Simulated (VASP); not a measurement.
# GdO (F-43m) in VASP: single point with r2SCAN+U

Aim: the single point of GdO with r2SCAN+U.

Program: VASP 6.6.1. These are calculated values, not measurements. Logs are shortened: lines on timing, memory, paths and dates and some standing lists are left out, and cuts for length are marked.

## Step 1: The cell of the first run

The structure is cubic, space group F-43m (No. 216). The conventional cell has a = 5.360 Å, b = 5.360 Å, c = 5.360 Å, α = 90.00°, β = 90.00°, γ = 90.00°. Within 3.1 Å of Gd (site symmetry -43m) lie 4 O at 2.32 Å. Within 3.1 Å of O (site symmetry -43m) lie 4 Gd at 2.32 Å.

## Step 2: Single point, r2SCAN+U, collinear spin, ferromagnetic start

POSCAR reads:

```
GdO
1.0
    0.0000000000      2.6798210696      2.6798210696
    2.6798210696      0.0000000000      2.6798210696
    2.6798210696      2.6798210696      0.0000000000
Gd O
1 1
Direct
    0.0000000000      0.0000000000      0.0000000000
    0.2500000000      0.2500000000      0.2500000000
```

INCAR.step1 reads:

```
SYSTEM = GdO
  PREC = Accurate
  ENCUT = 800
  ISMEAR = 0
  SIGMA = 0.05
  LREAL = .FALSE.
  LASPH = .TRUE.
  NELM = 200
  ISPIN = 2
  MAGMOM = 7 0
  LMAXMIX = 6
  LDAU = .TRUE.
  LDAUTYPE = 2
  LDAUL = 3 -1
  LDAUU = 1 0
  LDAUJ = 0 0
  NBANDS = 23
  GGA = PE
  ALGO = Normal
  EDIFF = 1E-5
  LWAVE = .TRUE.
  LCHARG = .FALSE.
  GGA_COMPAT = .FALSE.
```

INCAR.step2 reads:

```
SYSTEM = GdO
  PREC = Accurate
  ENCUT = 800
  EDIFF = 1E-6
  ISMEAR = 0
  SIGMA = 0.05
  LREAL = .FALSE.
  LASPH = .TRUE.
  NELM = 200
  ALGO = Normal
  ISIF = 2
  LWAVE = .FALSE.
  LCHARG = .FALSE.
  ISPIN = 2
  MAGMOM = 7 0
  LORBIT = 11
  LMAXMIX = 6
  LDAU = .TRUE.
  LDAUTYPE = 2
  LDAUL = 3 -1
  LDAUU = 1 0
  LDAUJ = 0 0
  LDAUPRINT = 1
  METAGGA = R2SCAN
  LMIXTAU = .TRUE.
  NBANDS = 23
  ISTART = 1
  GGA_COMPAT = .FALSE.
```

KPOINTS reads:

```
Automatic mesh
0
G
  12 12 12
  0 0 0
```

Potentials or basis: VASP PAW PBE potentials, release 64 (Gd, O).

The run is started by

```bash
> cat potpaw_PBE.64/Gd/POTCAR potpaw_PBE.64/O/POTCAR > POTCAR
> cp INCAR.step1 INCAR
> mpirun -np 1 vasp_std > vasp.out
> cp INCAR.step2 INCAR
> mpirun -np 1 vasp_std > vasp.out
```

OUTCAR:

```text
SYSTEM = GdO
   PREC = Accurate
   ENCUT = 800
   EDIFF = 1E-6
   ISMEAR = 0
   LREAL = .FALSE.
   LASPH = .TRUE.
   NELM = 200
   ISIF = 2
   ISPIN = 2
   LORBIT = 11
   METAGGA = R2SCAN
   ISTART = 1

 ion  position               nearest neighbor table
   1  0.000  0.000  0.000-   2 2.32   2 2.32   2 2.32   2 2.32
   2  0.250  0.250  0.250-   1 2.32   1 2.32   1 2.32   1 2.32

  LATTYP: Found a face centered cubic cell.
 ALAT       =     5.3596421392

  Lattice vectors:

 A1 = (   0.0000000000,   2.6798210696,   2.6798210696)
 A2 = (   2.6798210696,   0.0000000000,   2.6798210696)
 A3 = (   2.6798210696,   2.6798210696,   0.0000000000)

Analysis of symmetry for initial positions (statically):
=====================================================================
 Subroutine PRICEL returns:
 Original cell was already a primitive cell.

 Routine SETGRP: Setting up the symmetry group for a
 face centered cubic supercell.

 Subroutine GETGRP returns: Found 24 space group operations
 (whereof 24 operations were pure point group operations)
 out of a pool of 48 trial point group operations.

The static configuration has the point symmetry T_d .

Analysis of symmetry for dynamics (positions and initial velocities):
=====================================================================
 Subroutine PRICEL returns:
 Original cell was already a primitive cell.

 Routine SETGRP: Setting up the symmetry group for a
 face centered cubic supercell.

 Subroutine GETGRP returns: Found 24 space group operations
 (whereof 24 operations were pure point group operations)
 out of a pool of 48 trial point group operations.

The dynamic configuration has the point symmetry T_d .

Analysis of structural, dynamic, and magnetic symmetry:
=====================================================================
 Subroutine PRICEL returns:
 Original cell was already a primitive cell.

 Routine SETGRP: Setting up the symmetry group for a
 face centered cubic supercell.

 Subroutine GETGRP returns: Found 24 space group operations
 (whereof 24 operations were pure point group operations)
 out of a pool of 48 trial point group operations.

The overall configuration has the point symmetry T_d .

 Subroutine INISYM returns: Found 24 space group operations
 (whereof 24 operations are pure point group operations),
 and found     1 'primitive' translations

----------------------------------------------------------------------------------------

                                     Primitive cell

  volume of cell :      38.4900

  direct lattice vectors                    reciprocal lattice vectors
     0.000000000  2.679821070  2.679821070    -0.186579621  0.186579621  0.186579621
     2.679821070  0.000000000  2.679821070     0.186579621 -0.186579621  0.186579621
     2.679821070  2.679821070  0.000000000     0.186579621  0.186579621 -0.186579621

  length of vectors
     3.789839301  3.789839301  3.789839301     0.323165384  0.323165384  0.323165384

  position of ions in fractional coordinates (direct lattice)
     0.000000000  0.000000000  0.000000000
     0.250000000  0.250000000  0.250000000

  ion indices of the primitive-cell ions
   primitive index   ion index
                 1           1
                 2           2

----------------------------------------------------------------------------------------

 KPOINTS: Automatic mesh

Automatic generation of k-mesh.
 Grid dimensions read from file:
[... 72 lines left out ...]
   ISYM   =      2    0-nonsym 1-usesym 2-fastsym
   POTIM  = 0.5000    time-step for ionic-motion
   TEBEG  =    0.0;   TEEND  =   0.0 temperature during run
   PSTRESS=    0.0 pullay stress
   NELECT =      24.0000    total number of electrons
   NUPDOWN=      -1.0000    fix difference up-down
   EMIN   =  10.00;   EMAX   =-10.00  energy-range for DOS
   EFERMI =   0.00;   METHOD = LEGACY
   ISMEAR =     0;   SIGMA  =   0.05  broadening in eV -4-tet -1-fermi 0-gaus
   EFERMI_NEDOS =   21; number of points for ismear=-14 and -15
   IALGO  =     38    algorithm
   IMIX   =      4    mixing-type and parameters
     AMIX     =   0.40;   BMIX     =  1.00
     AMIX_MAG =   1.60;   BMIX_MAG =  1.00
  volume/ion in A,a.u.               =      19.24       129.87
  Fermi-wavevector in a.u.,A,eV,Ry     =   1.398608  2.642987 26.614428  1.956105
  Thomas-Fermi vector in A             =   2.521750
   LORBIT       =     11    0 simple, 1 ext, 2 COOP (PROOUT), +10 PAW based schemes
 LDA+U is selected, type is set to LDAUTYPE =  2
   angular momentum for each species LDAUL =     3   -1
   U (eV)           for each species LDAUU =   1.0  0.0
   J (eV)           for each species LDAUJ =   0.0  0.0
   METAGGA = R2SCAN    functional components
   LHFCALC =     F    Hartree Fock is set to
   AEXX    =    0.0000 exact exchange contribution
   IVDW    =     0    specifies the selected vdW correction
   LEPSILON=     F    determine dielectric tensor
   LRPA    =     F    only Hartree local field effects (RPA)
 spin polarized calculation
 Gauss-broadening in eV      SIGMA  =   0.05
  energy-cutoff  :      800.00
  volume of cell :       38.49
 maximum number of plane-waves:      2006
   NGX = 17   NGY = 17   NGZ = 17

atom =   1  type =  1  l = 3

 onsite density matrix

spin component  1

  0.9908 -0.0000 -0.0002  0.0000  0.0000  0.0000 -0.0000
 -0.0000  0.9974 -0.0000  0.0000  0.0000  0.0000  0.0000
 -0.0002 -0.0000  0.9910 -0.0000  0.0000 -0.0000 -0.0000
  0.0000  0.0000 -0.0000  0.9907 -0.0000 -0.0000  0.0000
  0.0000  0.0000  0.0000 -0.0000  0.9910 -0.0000  0.0002
  0.0000  0.0000 -0.0000 -0.0000 -0.0000  0.9911 -0.0000
 -0.0000  0.0000 -0.0000  0.0000  0.0002 -0.0000  0.9908

spin component  2

  0.0046 -0.0000 -0.0002 -0.0000 -0.0000  0.0000 -0.0000
 -0.0000  0.0149 -0.0000  0.0000  0.0000 -0.0000  0.0000
 -0.0002 -0.0000  0.0047 -0.0000  0.0000 -0.0000 -0.0000
 -0.0000  0.0000 -0.0000  0.0044 -0.0000  0.0000 -0.0000
 -0.0000  0.0000  0.0000 -0.0000  0.0047  0.0000  0.0002
  0.0000 -0.0000 -0.0000  0.0000  0.0000  0.0048  0.0000
 -0.0000  0.0000 -0.0000 -0.0000  0.0002  0.0000  0.0046

 occupancies and eigenvectors

  o =  0.0044  v =  0.0000  0.0000  0.0000  0.0000  0.0000  0.0000  0.0000 -0.0001  0.0000 -0.0000 -1.0000  0.0000  0.0000 -0.0000      0.0000  0.0000  0.0000  0.0000  0.0000  0.0000  0.0000  0.0000  0.0000  0.0000  0.0000  0.0000  0.0000  0.0000
  o =  0.0044  v =  0.0000  0.0000  0.0000  0.0000  0.0000  0.0000  0.0000 -0.0004  0.0000 -0.0003  0.0000  0.6124  0.0000 -0.7906      0.0000  0.0000  0.0000  0.0000  0.0000  0.0000  0.0000  0.0000  0.0000  0.0000  0.0000  0.0000  0.0000  0.0000
  o =  0.0044  v =  0.0000  0.0000  0.0000  0.0000  0.0000  0.0000  0.0000  0.7906  0.0000  0.6124 -0.0001  0.0003 -0.0000 -0.0004      0.0000  0.0000  0.0000  0.0000  0.0000  0.0000  0.0000  0.0000  0.0000  0.0000  0.0000  0.0000  0.0000  0.0000
  o =  0.0048  v =  0.0000  0.0000  0.0000  0.0000  0.0000  0.0000  0.0000 -0.0002  0.0000  0.0003  0.0000 -0.7906 -0.0032 -0.6124      0.0000  0.0000  0.0000  0.0000  0.0000  0.0000  0.0000  0.0000  0.0000  0.0000  0.0000  0.0000  0.0000  0.0000
  o =  0.0048  v =  0.0000  0.0000  0.0000  0.0000  0.0000  0.0000  0.0000  0.0004 -0.0000 -0.0005 -0.0000  0.0025 -1.0000  0.0020      0.0000  0.0000  0.0000  0.0000  0.0000  0.0000  0.0000  0.0000  0.0000  0.0000  0.0000  0.0000  0.0000  0.0000
  o =  0.0048  v =  0.0000  0.0000  0.0000  0.0000  0.0000  0.0000  0.0000 -0.6124 -0.0000  0.7906 -0.0000  0.0003 -0.0007  0.0002      0.0000  0.0000  0.0000  0.0000  0.0000  0.0000  0.0000  0.0000  0.0000  0.0000  0.0000  0.0000  0.0000  0.0000
  o =  0.0149  v =  0.0000  0.0000  0.0000  0.0000  0.0000  0.0000  0.0000 -0.0000  1.0000 -0.0000  0.0000 -0.0000 -0.0000  0.0000      0.0000  0.0000  0.0000  0.0000  0.0000  0.0000  0.0000  0.0000  0.0000  0.0000  0.0000  0.0000  0.0000  0.0000
  o =  0.9907  v =  0.7906 -0.0000  0.6124 -0.0001 -0.0002 -0.0000  0.0002  0.0000  0.0000  0.0000  0.0000  0.0000  0.0000  0.0000      0.0000  0.0000  0.0000  0.0000  0.0000  0.0000  0.0000  0.0000  0.0000  0.0000  0.0000  0.0000  0.0000  0.0000
  o =  0.9907  v = -0.0001 -0.0000 -0.0000 -1.0000  0.0029 -0.0000 -0.0038  0.0000  0.0000  0.0000  0.0000  0.0000  0.0000  0.0000      0.0000  0.0000  0.0000  0.0000  0.0000  0.0000  0.0000  0.0000  0.0000  0.0000  0.0000  0.0000  0.0000  0.0000
  o =  0.9907  v =  0.0002  0.0000  0.0002  0.0048  0.6124  0.0000 -0.7906  0.0000  0.0000  0.0000  0.0000  0.0000  0.0000  0.0000      0.0000  0.0000  0.0000  0.0000  0.0000  0.0000  0.0000  0.0000  0.0000  0.0000  0.0000  0.0000  0.0000  0.0000
  o =  0.9911  v =  0.6124  0.0000 -0.7906  0.0000  0.0002 -0.0000  0.0001  0.0000  0.0000  0.0000  0.0000  0.0000  0.0000  0.0000      0.0000  0.0000  0.0000  0.0000  0.0000  0.0000  0.0000  0.0000  0.0000  0.0000  0.0000  0.0000  0.0000  0.0000
  o =  0.9911  v = -0.0001 -0.0000  0.0001  0.0000  0.7237  0.4026  0.5605  0.0000  0.0000  0.0000  0.0000  0.0000  0.0000  0.0000      0.0000  0.0000  0.0000  0.0000  0.0000  0.0000  0.0000  0.0000  0.0000  0.0000  0.0000  0.0000  0.0000  0.0000
  o =  0.9911  v = -0.0001 -0.0000  0.0001  0.0000  0.3183 -0.9154  0.2466  0.0000  0.0000  0.0000  0.0000  0.0000  0.0000  0.0000      0.0000  0.0000  0.0000  0.0000  0.0000  0.0000  0.0000  0.0000  0.0000  0.0000  0.0000  0.0000  0.0000  0.0000
  o =  0.9974  v = -0.0000  1.0000  0.0000 -0.0000  0.0000  0.0000  0.0000  0.0000  0.0000  0.0000  0.0000  0.0000  0.0000  0.0000      0.0000  0.0000  0.0000  0.0000  0.0000  0.0000  0.0000  0.0000  0.0000  0.0000  0.0000  0.0000  0.0000  0.0000

 number of electron      23.9999999 magnetization       7.9371157

 Free energy of the ion-electron system (eV)
  ---------------------------------------------------
  ext. energy  EPLUGINS =         0.00000000
  ---------------------------------------------------
  free energy    TOTEN  =       -52.85567404 eV

  energy without entropy =      -52.85443340  energy(sigma->0) =      -52.85505372

 E-fermi :   4.0805     XC(G=0): -10.7830

 val. band max:        4.0754121870   @ k =   0.5000   0.0000   0.0000
 cond. band min:       4.0816381749   @ k =  -0.3333   0.0833   0.0000
 fundamental gap:      0.0062259878
 Fermi energy:         4.0805113353

 spin component 1

 k-point     1 :       0.0000    0.0000    0.0000
  band No.  band energies     occupation
      1     -43.4073      1.00000
      2     -19.9017      1.00000
      3     -19.9017      1.00000
      4     -19.9017      1.00000
      5     -16.5976      1.00000
      6      -2.6455      1.00000
[... 1241 lines left out ...]
     22      13.9888      0.00000
     23      17.5936      0.00000

 [... further k-points ...]

------------------------ aborting loop because EDIFF is reached ----------------------------------------

  FORCE on cell =-STRESS in cart. coord.  units (eV):
  Direction    XX          YY          ZZ          XY          YZ          ZX
  --------------------------------------------------------------------------------------
  -------------------------------------------------------------------------------------
  Total        0.0367235      0.0367235      0.0367235      0.0000000     -0.0000000      0.0000000
  in kB        1.5286468      1.5286468      1.5286468      0.0000000     -0.0000000      0.0000000
  external PRESSURE =       1.5286468 kB  Pullay stress =       0.0000000 kB

 VOLUME and BASIS-vectors are now :
 -----------------------------------------------------------------------------
  energy-cutoff  :      800.00
  volume of cell :       38.49
      direct lattice vectors                 reciprocal lattice vectors
     0.000000000  2.679821070  2.679821070    -0.186579621  0.186579621  0.186579621
     2.679821070  0.000000000  2.679821070     0.186579621 -0.186579621  0.186579621
     2.679821070  2.679821070  0.000000000     0.186579621  0.186579621 -0.186579621

 POSITION                                       TOTAL-FORCE (eV/Angst)
 -----------------------------------------------------------------------------------
      0.00000      0.00000      0.00000         0.000000      0.000000      0.000000
      1.33991      1.33991      1.33991        -0.000000     -0.000000     -0.000000
 -----------------------------------------------------------------------------------
    total drift:                               -0.000000     -0.000000     -0.000000

  FREE ENERGIE OF THE ION-ELECTRON SYSTEM (eV)
  ---------------------------------------------------
  free  energy   TOTEN  =       -52.8556740397 eV

  energy  without entropy=      -52.8544333968  energy(sigma->0) =      -52.85505372

 total charge

# of ion       s       p       d       f       tot
--------------------------------------------------
    1        2.039   5.672   0.498   6.978  15.186
    2        1.568   3.476   0.000   0.000   5.044
--------------------------------------------------
tot          3.606   9.148   0.498   6.978  20.230

 magnetization (x)

# of ion       s       p       d       f       tot
--------------------------------------------------
    1        0.001  -0.102   0.205   6.894   6.998
    2        0.006   0.015   0.000   0.000   0.021
--------------------------------------------------
tot          0.007  -0.086   0.205   6.894   7.020
```

Run time: 22 min. Hardware: 1 thread of Intel Xeon 8259CL, shared host; peak memory 0.41 GiB.

Results:

- Free energy: -52.8557 eV
- Pressure: 0.2 GPa
- Net moment: 7.94 μB per cell
- Site moments: Gd +7.00; O +0.02 μB
- Valence electrons inside the program's atomic spheres: Gd 15.19; O 5.04

Levels at points of the mesh, in eV from the Fermi level:
Spin up:
```
           k point  band 13  band 14  band 15  band 16  band 17  band 18  band 19  band 20
(0.00, 0.00, 0.00)    -5.65    -5.65    -5.65    -2.38     2.86     2.86     4.75     4.75
(0.50, 0.00, 0.00)    -5.56    -5.31    -5.31    -0.01     2.70     2.70     3.42     4.85
(0.50, 0.50, 0.00)    -5.93    -4.63    -4.63    -1.19     1.28     4.45     4.83     4.83
```
Spin down:
```csv
k point,band 4,band 5,band 6,band 7,band 8,band 9,band 10,band 11,band 12,band 13
"(0.00, 0.00, 0.00)",-21.23,-20.52,-5.77,-5.77,-5.77,-0.77,1.74,1.74,1.74,1.99
"(0.50, 0.00, 0.00)",-21.34,-19.01,-5.35,-5.35,-5.24,1.23,1.59,1.75,1.75,1.91
"(0.50, 0.50, 0.00)",-21.51,-18.62,-6.28,-4.60,-4.60,1.17,1.31,1.76,1.82,1.82
```

Eigenvalues of the final occupation matrices:
```tsv
site	spin	trace	eigenvalues
site 1 f	1	6.94	0.99 0.99 0.99 0.99 0.99 0.99 1.00
site 1 f	2	0.04	0.00 0.00 0.00 0.00 0.00 0.00 0.01
```

Caveat: the PAW data sets were made with another functional, which shifts forces and pressure a little; spin-orbit coupling is left out, which moves the levels of the heavy elements; a cell with one magnetic atom can't hold antiferromagnetic order, which such compounds often take. The state reached can hang on the start; a lower one may exist.
